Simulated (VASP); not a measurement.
# C (R3m) in VASP: notebook

C is run at these levels: r2SCAN; tasks: single point.

The COD entry that gives the cell may itself be a prediction, so a difference from it is no test against experiment.

All numbers are computed with VASP 6.6.1; they aren't measurements. Logs are shortened: lines on timing, memory, paths and dates and some standing lists are left out, and cuts for length are marked.

## (1) The cell of the first run

Symmetry: R3m, No. 160, trigonal system. The conventional cell has a = 2.511 Å, b = 2.511 Å, c = 33.258 Å, α = 90.00°, β = 90.00°, γ = 120.00°. C (site symmetry 3m) has 4 C at 1.54 Å within 2.1 Å. C (site symmetry 3m) has 4 C at 1.54 Å within 2.1 Å. C (site symmetry 3m) has 3 C at 1.54 Å within 2.1 Å. C (site symmetry 3m) has 4 C at 1.54 Å within 2.1 Å. C (site symmetry 3m) has 3 C at 1.54 Å within 2.1 Å. C (site symmetry 3m) has 4 C at 1.54 Å within 2.1 Å. Within 2.1 Å of C (site symmetry 3m) lie 4 C at 1.54 to 1.57 Å. Within 2.1 Å of C (site symmetry 3m) lie 4 C at 1.54 to 1.57 Å.

## (2) Single point, r2SCAN

The input, POSCAR:

```
C
1.0
   -2.5113391176      0.0000000000      0.0000000000
   -1.2556695588     -2.1748834734      0.0000000000
    1.2556695588      0.7249611578     11.0859979276
C
10
Direct
    0.0096217538      0.0096217538      0.6282652613
    0.9633441441      0.9633441441      0.4894324323
    0.0878253137      0.0878253137      0.8628759412
    0.8851405842      0.8851405842      0.2548217525
    0.1566884105      0.1566884105      0.0694652315
    0.8388284568      0.8388284568      0.1158853704
    0.3585271887      0.3585271887      0.6749815662
    0.6144387092      0.6144387092      0.4427161275
    0.4055914909      0.4055914909      0.8161744728
    0.5673744069      0.5673744069      0.3015232208
```

The input, INCAR.step1:

```
SYSTEM = C
PREC = Accurate
ENCUT = 520
ISMEAR = 0
SIGMA = 0.05
LREAL = .False.
LASPH = .True.
NELM = 80
NBANDS = 31
ISYM = 0
GGA = PE
ALGO = Normal
EDIFF = 1E-4
LWAVE = .True.
LCHARG = .False.
```

The input, INCAR.step2:

```
SYSTEM = C
PREC = Accurate
ENCUT = 520
EDIFF = 1E-6
ISMEAR = 0
SIGMA = 0.05
LREAL = .False.
LASPH = .True.
NELM = 80
ALGO = Normal
ISIF = 2
LWAVE = .False.
LCHARG = .False.
METAGGA = R2SCAN
LMIXTAU = .True.
NBANDS = 31
ISYM = 0
ISTART = 1
```

The input, KPOINTS:

```
regular mesh
0
Gamma
  10 10 3
  0 0 0
```

Potentials or basis: VASP PAW PBE potentials, release 64 (C).

Started as:

```sh
$ cat potpaw_PBE.64/C/POTCAR > POTCAR
$ cp INCAR.step1 INCAR
$ mpirun -np 1 vasp_std > vasp.out
$ cp INCAR.step2 INCAR
$ mpirun -np 1 vasp_std > vasp.out
```

OUTCAR:

```text
SYSTEM = C
   PREC = Accurate
   ENCUT = 520
   EDIFF = 1E-6
   ISMEAR = 0
   LREAL = .False.
   LASPH = .True.
   NELM = 80
   ISIF = 2
   METAGGA = R2SCAN
   ISYM = 0
   ISTART = 1

 ion  position               nearest neighbor table
   1  0.010  0.010  0.628-   2 1.54   7 1.54   7 1.54   7 1.54
   2  0.963  0.963  0.489-   1 1.54   8 1.54   8 1.54   8 1.54
   3  0.088  0.088  0.863-   9 1.54   9 1.54   9 1.54
   4  0.885  0.885  0.255-  10 1.54  10 1.54  10 1.54   6 1.54
   5  0.157  0.157  0.069-   6 1.54   6 1.54   6 1.54
   6  0.839  0.839  0.116-   5 1.54   5 1.54   5 1.54   4 1.54
   7  0.359  0.359  0.675-   1 1.54   1 1.54   1 1.54   9 1.57
   8  0.614  0.614  0.443-   2 1.54   2 1.54   2 1.54  10 1.57
   9  0.406  0.406  0.816-   3 1.54   3 1.54   3 1.54   7 1.57
  10  0.567  0.567  0.302-   4 1.54   4 1.54   4 1.54   8 1.57

IMPORTANT INFORMATION: All symmetrisations will be switched off!
NOSYMM: (Re-)initialisation of all symmetry stuff for point group C_1.

----------------------------------------------------------------------------------------

                                     Primitive cell

  volume of cell :      60.5503

  direct lattice vectors                    reciprocal lattice vectors
    -2.511339118  0.000000000  0.000000000    -0.398193933  0.229897374  0.030067959
    -1.255669559 -2.174883473  0.000000000     0.000000000 -0.459794749  0.030067959
     1.255669559  0.724961158 11.085997928     0.000000000  0.000000000  0.090203878

  length of vectors
     2.511339118  2.511339118 11.180412549     0.460776837  0.460776837  0.090203878

  position of ions in fractional coordinates (direct lattice)
     0.009621754  0.009621754  0.628265261
     0.963344144  0.963344144  0.489432432
     0.087825314  0.087825314  0.862875941
     0.885140584  0.885140584  0.254821752
     0.156688411  0.156688411  0.069465231
     0.838828457  0.838828457  0.115885370
     0.358527189  0.358527189  0.674981566
     0.614438709  0.614438709  0.442716127
     0.405591491  0.405591491  0.816174473
     0.567374407  0.567374407  0.301523221

  ion indices of the primitive-cell ions
   primitive index   ion index
                 1           1
                 2           2
                 3           3
                 4           4
                 5           5
                 6           6
                 7           7
                 8           8
                 9           9
                10          10

----------------------------------------------------------------------------------------

 KPOINTS: regular mesh

Automatic generation of k-mesh.
 Grid dimensions read from file:
 generate k-points for:   10   10    3

 Generating k-lattice:

  Cartesian coordinates                     Fractional coordinates (reciprocal lattice)
    -0.039819393  0.022989737  0.003006796     0.100000000  0.000000000 -0.000000000
     0.000000000 -0.045979475  0.003006796     0.000000000  0.100000000  0.000000000
     0.000000000  0.000000000  0.030067959     0.000000000  0.000000000  0.333333333

  Length of vectors
     0.046077684  0.046077684  0.030067959

  Shift w.r.t. Gamma in fractional coordinates (k-lattice)
     0.000000000  0.000000000  0.000000000

 -----------------------------------------------------------------------------
|                                                                             |
|           W    W    AA    RRRRR   N    N  II  N    N   GGGG   !!!           |
|           W    W   A  A   R    R  NN   N  II  NN   N  G    G  !!!           |
|           W    W  A    A  R    R  N N  N  II  N N  N  G       !!!           |
|           W WW W  AAAAAA  RRRRR   N  N N  II  N  N N  G  GGG   !            |
|           WW  WW  A    A  R   R   N   NN  II  N   NN  G    G                |
|           W    W  A    A  R    R  N    N  II  N    N   GGGG   !!!           |
|                                                                             |
|     Your reciprocal lattice and k-lattice belong to different lattice       |
|     classes:                                                                |
|                                                                             |
|        The reciprocal lattice is rhombohedral (trigonal),                   |
|        whereas your k-lattice is base-centered monoclinic.                  |
|                                                                             |
|     Results are often still useful ...                                      |
|                                                                             |
 -----------------------------------------------------------------------------

 WARNING: IBZKPT: internal override: KBLOWUP is changed to .FALSE.
      ... skipping the blow-up phase ...

 Subroutine IBZKPT returns following result:
 ===========================================

 Found    152 irreducible k-points:

 Following reciprocal coordinates:
            Coordinates               Weight
  0.000000  0.000000  0.000000      1.000000
  0.100000  0.000000  0.000000      2.000000
  0.200000  0.000000  0.000000      2.000000
  0.300000  0.000000  0.000000      2.000000
  0.400000  0.000000 -0.000000      2.000000
  0.500000  0.000000 -0.000000      1.000000
[... 16 lines left out ...]
 -0.400000  0.200000  0.000000      2.000000
 -0.300000  0.200000  0.000000      2.000000
 [... further k-points ...]
   k-points           NKPTS =    152   k-points in BZ     NKDIM =    152   number of bands    NBANDS=     31
   number of dos      NEDOS =    301   number of ions     NIONS =     10
   total plane-waves  NPLWV =  33600
   dimension x,y,z NGX =    20 NGY =   20 NGZ =   84
   dimension x,y,z NGXF=    40 NGYF=   40 NGZF=  168
   ions per type =              10
   NGX,Y,Z   is equivalent  to a cutoff of  13.24, 13.24, 12.49 a.u.
   NGXF,Y,Z  is equivalent  to a cutoff of  26.48, 26.48, 24.98 a.u.
 SYSTEM =  C
   PREC   = accura    normal or accurate (medium, high low for compatibility)
   ISTART =      1    job   : 0-new  1-cont  2-samecut
   ICHARG =      0    charge: 1-file 2-atom 10-const
   ISPIN  =      1    spin polarized calculation?
   LNONCOLLINEAR =      F non collinear calculations
   LSORBIT =      F    spin-orbit coupling
   LASPH  =      T    aspherical Exc in radial PAW
   ENCUT  =  520.0 eV  38.22 Ry    6.18 a.u.   4.67  4.67 20.79*2*pi/ulx,y,z
   NELM   =     80;   NELMIN=  2; NELMDL=  0     # of ELM steps
   EDIFF  = 0.1E-05   stopping-criterion for ELM
   LREAL  =      F    real-space projection
   EDIFFG = 0.1E-04   stopping-criterion for IOM
   NSW    =      0    number of steps for IOM
   IBRION =     -1    ionic relax: 0-MD 1-quasi-New 2-CG
   NFREE  =      0    steps in history (QN), initial steepest desc. (CG)
   ISIF   =      2    stress and relaxation
   ISYM   =      0    0-nonsym 1-usesym 2-fastsym
   POTIM  = 0.5000    time-step for ionic-motion
   TEBEG  =    0.0;   TEEND  =   0.0 temperature during run
   PSTRESS=    0.0 pullay stress
   NELECT =      40.0000    total number of electrons
   NUPDOWN=      -1.0000    fix difference up-down
   EMIN   =  10.00;   EMAX   =-10.00  energy-range for DOS
   EFERMI =   0.00;   METHOD = LEGACY
   ISMEAR =     0;   SIGMA  =   0.05  broadening in eV -4-tet -1-fermi 0-gaus
   EFERMI_NEDOS =   21; number of points for ismear=-14 and -15
   IALGO  =     38    algorithm
   IMIX   =      4    mixing-type and parameters
     AMIX     =   0.40;   BMIX     =  1.00
     AMIX_MAG =   1.60;   BMIX_MAG =  1.00
  volume/ion in A,a.u.               =       6.06        40.86
  Fermi-wavevector in a.u.,A,eV,Ry     =   1.425792  2.694356 27.659042  2.032882
  Thomas-Fermi vector in A             =   2.546138
   LORBIT       =      0    0 simple, 1 ext, 2 COOP (PROOUT), +10 PAW based schemes
   METAGGA = R2SCAN    functional components
   LHFCALC =     F    Hartree Fock is set to
   AEXX    =    0.0000 exact exchange contribution
   IVDW    =     0    specifies the selected vdW correction
   LEPSILON=     F    determine dielectric tensor
   LRPA    =     F    only Hartree local field effects (RPA)
 non-spin polarized calculation
 Gauss-broadening in eV      SIGMA  =   0.05
  energy-cutoff  :      520.00
  volume of cell :       60.55
 maximum number of plane-waves:      1643
   NGX =  9   NGY =  9   NGZ = 41

 number of electron      40.0000003 magnetization

 Free energy of the ion-electron system (eV)
  ---------------------------------------------------
  ext. energy  EPLUGINS =         0.00000000
  ---------------------------------------------------
  free energy    TOTEN  =       -95.91996863 eV

  energy without entropy =      -95.91996863  energy(sigma->0) =      -95.91996863

 E-fermi :   9.1787     XC(G=0): -13.8321

 val. band max:        8.8684975066   @ k =   0.0000   0.0000   0.0000
 cond. band min:      11.0271362700   @ k =   0.0000   0.5000  -0.0000
 fundamental gap:      2.1586387634
 Fermi energy:         9.1787098671

 k-point     1 :       0.0000    0.0000    0.0000
  band No.  band energies     occupation
      1     -13.9388      2.00000
      2     -13.0572      2.00000
      3     -11.9350      2.00000
      4     -10.0203      2.00000
      5      -8.9679      2.00000
      6      -3.9235      2.00000
[... 23 lines left out ...]
     30      17.4465      0.00000
     31      17.8069      0.00000

 k-point     2 :       0.1000    0.0000    0.0000
  band No.  band energies     occupation
      1     -13.6802      2.00000
      2     -12.8017      2.00000
      3     -11.6785      2.00000
      4      -9.7794      2.00000
      5      -8.7215      2.00000
      6      -3.7121      2.00000
[... 740 lines left out ...]
 k-point    24 :      -0.3000    0.2000    0.0000
  band No.  band energies     occupation
      1      -9.2249      2.00000
      2      -8.4085      2.00000
      3      -7.3627      2.00000
      4      -5.7507      2.00000
      5      -4.6947      2.00000
      6      -4.0577      2.00000
[... 23 lines left out ...]
     30      20.2173      0.00000
     31      20.7333      0.00000

 [... further k-points ...]

------------------------ aborting loop because EDIFF is reached ----------------------------------------

  FORCE on cell =-STRESS in cart. coord.  units (eV):
  Direction    XX          YY          ZZ          XY          YZ          ZX
  --------------------------------------------------------------------------------------
  -------------------------------------------------------------------------------------
  Total       -0.2699436     -0.2699000     -9.1316316     -0.0000380      0.0001535      0.0002663
  in kB       -7.1427839     -7.1416290   -241.6255285     -0.0010043      0.0040628      0.0070458
  external PRESSURE =     -85.3033138 kB  Pullay stress =       0.0000000 kB

 VOLUME and BASIS-vectors are now :
 -----------------------------------------------------------------------------
  energy-cutoff  :      520.00
  volume of cell :       60.55
      direct lattice vectors                 reciprocal lattice vectors
    -2.511339118  0.000000000  0.000000000    -0.398193933  0.229897374  0.030067959
    -1.255669559 -2.174883473  0.000000000     0.000000000 -0.459794749  0.030067959
     1.255669559  0.724961158 11.085997928     0.000000000  0.000000000  0.090203878

 POSITION                                       TOTAL-FORCE (eV/Angst)
 -----------------------------------------------------------------------------------
      0.75265      0.43454      6.96495        -0.000092     -0.000053      0.108492
     -3.01436     -1.74034      5.42585         0.000101      0.000058     -0.042940
      0.75265      0.43454      9.56584         0.000026      0.000015      0.770041
     -3.01436     -1.74034      2.82495        -0.000035     -0.000020      0.382291
     -0.50302     -0.29042      0.77009        -0.000080     -0.000046     -0.688203
     -3.01436     -1.74034      1.28470         0.000041      0.000024     -3.026823
     -0.50302     -0.29042      7.48284         0.000053      0.000031     -0.376717
     -1.75869     -1.01538      4.90795        -0.000057     -0.000033      0.032536
     -0.50302     -0.29042      9.04811        -0.000067     -0.000039      2.933280
     -1.75869     -1.01538      3.34269         0.000110      0.000064     -0.091954
 -----------------------------------------------------------------------------------
    total drift:                               -0.000166     -0.000097      0.001841

  FREE ENERGIE OF THE ION-ELECTRON SYSTEM (eV)
  ---------------------------------------------------
  free  energy   TOTEN  =       -95.9199686328 eV

  energy  without entropy=      -95.9199686328  energy(sigma->0) =      -95.91996863
```

Wall time 18 min (1 thread of Oxide Virtual Turin-like, shared host); peak memory 0.27 GiB.

Results:

| Quantity | Value |
| --- | --- |
| Free energy | -95.9200 eV |
| Pressure | -8.5 GPa |
| Largest force | 3.027 eV/Å |
| Band gap on the k mesh | 2.16 eV, indirect (least direct gap 2.57 eV) |

Forces in eV/Å, atoms in the order of the input:
```
C    0.000  0.000  0.108
C    0.000  0.000 -0.043
C    0.000  0.000  0.770
C    0.000  0.000  0.382
C    0.000  0.000 -0.688
C    0.000  0.000 -3.027
C    0.000  0.000 -0.377
C    0.000  0.000  0.033
C    0.000  0.000  2.933
C    0.000  0.000 -0.092
```

Levels at points of the mesh, in eV from the valence-band top:
```
           k point  band 16  band 17  band 18  band 19  band 20  band 21  band 22  band 23  band 24  band 25
(0.00, 0.00, 0.00)    -0.87    -0.87    -0.24    -0.24     0.00     2.57     5.78     5.78     6.89     6.89
(0.50, 0.00, 0.00)    -4.97    -4.82    -4.16    -3.44    -2.28     2.16     4.92     5.57     6.51     6.72
(0.00, 0.50, 0.00)    -4.97    -4.82    -4.16    -3.44    -2.28     2.16     4.92     5.57     6.51     6.72
(0.50, 0.50, 0.00)    -5.10    -4.68    -3.97    -3.54    -2.43     2.18     4.90     5.64     6.51     6.80
```

Caveat: the PAW data sets were made with another functional, which shifts forces and pressure a little. A k mesh can miss the band edges.

## (3) Single point, r2SCAN

This run uses another cell than the first one, of 6.19 Å³/atom, 1.023 times its volume.

The input, POSCAR:

```
C
1.0
   -2.5113391176      0.0000000000      0.0000000000
   -1.2556695588     -2.1748834734      0.0000000000
    1.2556695588      0.7249611578     11.3359979276
C
10
Direct
    0.0050032421      0.0050032421      0.6144097264
    0.9597462221      0.9597462221      0.4786386664
    0.0814821290      0.0814821290      0.8438463871
    0.8832673352      0.8832673352      0.2492020057
    0.1561777568      0.1561777568      0.0679332704
    0.8379765588      0.8379765588      0.1133296763
    0.3535652556      0.3535652556      0.6600957668
    0.6111842087      0.6111842087      0.4329526260
    0.3995916187      0.3995916187      0.7981748561
    0.5651578456      0.5651578456      0.2948735367
```

The input, INCAR.step1:

```
PREC = Accurate
ENCUT = 520
ISMEAR = 0
SIGMA = 0.05
LREAL = F
LASPH = T
NELM = 80
ISYM = 0
NBANDS = 31
GGA = PE
ALGO = Normal
EDIFF = 1E-4
LWAVE = T
LCHARG = F
```

The input, INCAR.step2:

```
PREC = Accurate
ENCUT = 520
EDIFF = 1E-6
ISMEAR = 0
SIGMA = 0.05
LREAL = F
LASPH = T
NELM = 80
ALGO = Normal
ISIF = 2
LWAVE = F
LCHARG = F
METAGGA = R2SCAN
LMIXTAU = T
ISYM = 0
NBANDS = 31
ISTART = 1
```

The input, KPOINTS:

```
regular mesh
0
Gamma
  10 10 3
```

Potentials or basis: VASP PAW PBE potentials, release 64 (C).

Started as:

```sh
$ cat potpaw_PBE.64/C/POTCAR > POTCAR
$ cp INCAR.step1 INCAR
$ mpirun -np 1 vasp_std > vasp.out
$ cp INCAR.step2 INCAR
$ mpirun -np 1 vasp_std > vasp.out
```

Wall time 14 min (1 thread of Oxide Virtual Turin-like, shared host); peak memory 0.28 GiB.

Results (log left out):

```
Free energy            : -95.1494 eV
Pressure               : -8.0 GPa
Largest force          : 3.504 eV/Å
Band gap on the k mesh : 1.34 eV, indirect (least direct gap 1.84 eV)
```

Forces in eV/Å, atoms in the order of the input:
```
C    0.000  0.000  0.150
C    0.000  0.000 -0.065
C    0.000  0.000 -0.134
C    0.000  0.000  0.504
C    0.000  0.000  0.242
C    0.000  0.000 -3.504
C    0.000  0.000 -0.503
C    0.000  0.000  0.053
C    0.000  0.000  3.390
C    0.000  0.000 -0.134
```

Stress tensor (GPa, compression positive):
```
 -0.87   0.00   0.00
  0.00  -0.87   0.00
  0.00   0.00 -22.37
```

Levels at points of the mesh, in eV from the valence-band top:
| k point | band 17 | band 18 | band 19 | band 20 | band 21 | band 22 | band 23 | band 24 |
| --- | --- | --- | --- | --- | --- | --- | --- | --- |
| (0.00, 0.00, 0.00) | -0.84 | -0.31 | -0.31 | 0.00 | 1.84 | 5.71 | 5.71 | 6.82 |
| (0.50, 0.00, 0.00) | -4.85 | -4.12 | -3.51 | -1.69 | 1.34 | 4.82 | 5.54 | 6.48 |
| (0.00, 0.50, 0.00) | -4.85 | -4.12 | -3.51 | -1.69 | 1.34 | 4.82 | 5.54 | 6.48 |
| (0.50, 0.50, 0.00) | -4.77 | -4.02 | -3.57 | -1.80 | 1.38 | 4.81 | 5.57 | 6.51 |

Caveat: the PAW data sets were made with another functional, which shifts forces and pressure a little. A k mesh can miss the band edges.

[end of part 1 of 2]
